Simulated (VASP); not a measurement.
BAs:

```
B As
1.0
     0.00000    2.39187    2.39187
     2.39187    0.00000    2.39187
     2.39187    2.39187    0.00000
B As
1 1
Direct
  0.00000 0.00000 0.00000
  0.25000 0.25000 0.25000
```

Base run:

| Quantity | Value |
| --- | --- |
| Program | VASP 6.6.1 |
| Functional | PBE |
| Potentials or basis | VASP PAW PBE potentials, release 64 (B, As) |
| Cutoff | 520 eV |
| k mesh | 6 × 6 × 6 |
| Occupations | gaussian, width 0.01 eV |
| Spin | no spin polarisation |

Its results: band gap on the k mesh 1.28 eV, indirect (least direct gap 3.27 eV); pressure 2.8 GPa.

Task: The run is repeated on the same cell with these changes: functional from PBE to r2SCAN; k mesh from 6 × 6 × 6 to 10 × 10 × 10. What comes out?

Result: Band gap on the k mesh 1.37 eV, indirect (least direct gap 3.44 eV); pressure 0.3 GPa.

Several settings changed at once, so the effect can't be laid on one alone.

Caveats: the PAW data sets were made with another functional, which shifts forces and pressure a little (some runs).

A k mesh can miss the band edges.
